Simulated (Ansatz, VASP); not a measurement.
Hg in VASP and in Ansatz

Contents of INCAR:

```
SYSTEM = Hg
ALGO = Normal
EDIFF = 1E-7
EDIFFG = -0.02
ENCUT = 500
GGA = PE
GGA_COMPAT = .FALSE.
IBRION = 2
ISIF = 3
ISMEAR = 0
LASPH = .TRUE.
LCHARG = .FALSE.
LREAL = .FALSE.
LWAVE = .FALSE.
NELM = 120
NELMIN = 4
NSW = 90
PREC = Accurate
SIGMA = 0.1
```

Contents of KPOINTS:

```
k-points
0
G
  6 6 10
  0 0 0
```

Contents of POSCAR:

```
Hg
1.0
    5.6169799502      0.0000000000      0.0000000000
   -2.8084899751      4.8644473294      0.0000000000
    0.0000000000      0.0000000000      3.2746223205
Hg
3
Direct
    0.3333333333      0.6666666667      0.5000000000
    0.0000000000      0.0000000000      0.0000000000
    0.6666666667      0.3333333333      0.5000000000
```

Input for Ansatz:

```yaml
crystal:
  lattice:
    - [5.6169799502, 0.0, 0.0]
    - [-2.8084899751, 4.8644473294, 0.0]
    - [0.0, 0.0, 3.2746223205]
  atoms:
    - { symbol: Hg, position: [0.3333333333, 0.6666666667, 0.5] }
    - { symbol: Hg, position: [0.0, 0.0, 0.0] }
    - { symbol: Hg, position: [0.6666666667, 0.3333333333, 0.5] }
basis:
  ecutwfc: 420
kpoints:
  mp_grid: { grid: [6, 6, 10] }
hamiltonian:
  xc: pbe
scf:
  occupations: { method: gaussian, width: 0.1 }
output:
  forces: true
  stress: true
  eigenvalues: true
relax:
  adjacent_minimum: "off"
  f_tol: 0.02
  max_steps: 70
  cell: { stress_tol: 0.1 }
```

Alike in both runs: task relaxation of cell and atoms; functional PBE; k mesh 6 × 6 × 10; occupations gaussian, width 0.1 eV; no spin polarisation.

|  | VASP | Ansatz |
| --- | --- | --- |
| version | VASP 6.6.1 | Ansatz 0.2.0 |
| potentials or method | VASP PAW PBE potentials, release 64 (Hg_sv_GW), cutoff 500 eV | scalar-relativistic, plane waves, PAW |
| valence electrons in the cell | 60 | 60 |

|  | VASP | Ansatz | Ansatz less VASP |
| --- | --- | --- | --- |
| gap on the k mesh at the Fermi level, each at its own relaxed structure (eV) | none | none | - |
| relaxed volume (Å³/atom) | 27.72 | 28.87 | +1.152 |
| relaxed length of the cell vector where the two differ most in proportion (Å) | 5.482 | 5.571 | +0.0887 |

A gap of «none» marks a metal or a gap that the smearing closes.

Neither program's run includes spin-orbit coupling.
